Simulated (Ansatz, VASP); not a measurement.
## One calculation of In3GaSb2N2, two programs

```xyz
8
Lattice="3.2375 0.0121 -0.1425 -1.6077 2.9921 0.3219 -0.7400 1.5429 17.8313" Properties=species:S:1:pos:R:3 pbc="T T T"
In    0.5207    0.6027    9.2978
In    0.2038    2.2474    3.4146
In   -0.7858    4.2220   15.6226
Ga    0.0727    0.5024    0.4441
Sb    0.6759    1.7391   12.2331
Sb    0.3414    2.0262    6.3060
N     0.1544    0.3872    2.3880
N    -0.6839    4.0645   17.8542
```

Change from the starting cell: cell x1, atoms moved at random (sigma 0.05 Å) and cell strained at random (1.5 %), then relaxed without symmetry.

Alike in both runs: functional PBE; k mesh 6 × 6 × 2; occupations gaussian, width 0.2 eV; no spin polarisation.

Ansatz relaxed the structure, and its values are those at the end. VASP's run is a single point on that final structure, the one shown.

|  | VASP | Ansatz |
| --- | --- | --- |
| version | VASP 6.6.1 | Ansatz 0.2.0 |
| potentials or method | VASP PAW PBE potentials, release 64 (In_d, Ga_d, Sb, N), cutoff 520 eV | scalar-relativistic, plane waves, PAW |
| valence electrons in the cell | 72 | 92 |

VASP gave:

| Item | Value |
| --- | --- |
| gap on the k mesh at the Fermi level (eV) | none |
| pressure (GPa) | 0.1 |
| rms of the force components (eV/Å) | 0.007 |

Task: Which values does Ansatz return?

Result: gap on the k mesh at the Fermi level (eV): none; pressure (GPa): 0.1; rms of the force components (eV/Å): 0.004.

A gap of «none» marks a metal or a gap that the smearing closes. VASP's potentials hold 72 valence electrons a cell and Ansatz's 92, so a difference there can come from the potentials and not from the codes.

The k mesh is coarse, so the values compare programs but aren't converged. Neither program's run includes spin-orbit coupling.
